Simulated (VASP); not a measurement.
Crystal: SrPd5.

```
Sr Pd
1.0
     5.38300    0.00000    0.00000
    -2.69150    4.66181    0.00000
     0.00000    0.00000    4.39200
Sr Pd
1 5
Direct
  0.00000 0.00000 0.00000
  0.33333 0.66667 0.00000
  0.66667 0.33333 0.00000
  0.50000 0.00000 0.50000
  0.50000 0.50000 0.50000
  0.00000 0.50000 0.50000
```

Base run:

| Property | Result |
| --- | --- |
| Program | VASP 6.6.1 |
| Functional | LDA |
| Potentials or basis | VASP PAW LDA potentials, release 64 (Sr_sv, Pd) |
| Cutoff | 520 eV |
| k mesh | 6 × 6 × 6 |
| Occupations | fermi-dirac, width 0.1 eV |
| Spin | no spin polarisation |

Its results: band gap on the k mesh zero (band 30 reaches 7.20 eV, above the bottom of band 31 at 6.36 eV); pressure -5.8 GPa.

Task: The run is repeated on the same cell with these changes: k mesh from 6 × 6 × 6 to 2 × 2 × 2. What comes out?

Result: Band gap on the k mesh zero (band 30 reaches 7.22 eV, above the bottom of band 31 at 7.16 eV); pressure -5.3 GPa.

Caveats: some runs use coarse meshes.
